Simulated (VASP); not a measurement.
The system is CoSi2.

```
Co Si
1.0
     0.00000    2.60669    2.60669
     2.60669    0.00000    2.60669
     2.60669    2.60669    0.00000
Co Si
1 2
Direct
  0.00000 0.00000 0.00000
  0.25000 0.25000 0.25000
  0.75000 0.75000 0.75000
```

Base run:

| Item | Value |
| --- | --- |
| Program | VASP 6.6.1 |
| Functional | PBE |
| Potentials or basis | VASP PAW PBE potentials, release 64 (Co, Si) |
| Cutoff | 520 eV |
| k mesh | 14 × 14 × 14 |
| Occupations | gaussian, width 0.15 eV |
| Spin | collinear spin, ferromagnetic start |
| Starting moments | [1.925, 0.0, 0.0] μB |
| Fixed moment | 1.925 μB |

Its results: pressure 32.7 GPa; site moments Co +1.19; Si +0.16 μB.

Task: The run is repeated on the same cell with these changes: fixed moment from 1.925 μB to 0.275 μB; moments at the start from [1.92, 0.0, 0.0] to [0.28, 0.0, 0.0]. What comes out?

Result: Pressure 17.9 GPa; site moments Co +0.17; Si +0.02 μB.

Caveats: the total moment is fixed, so each spin has its own Fermi level.
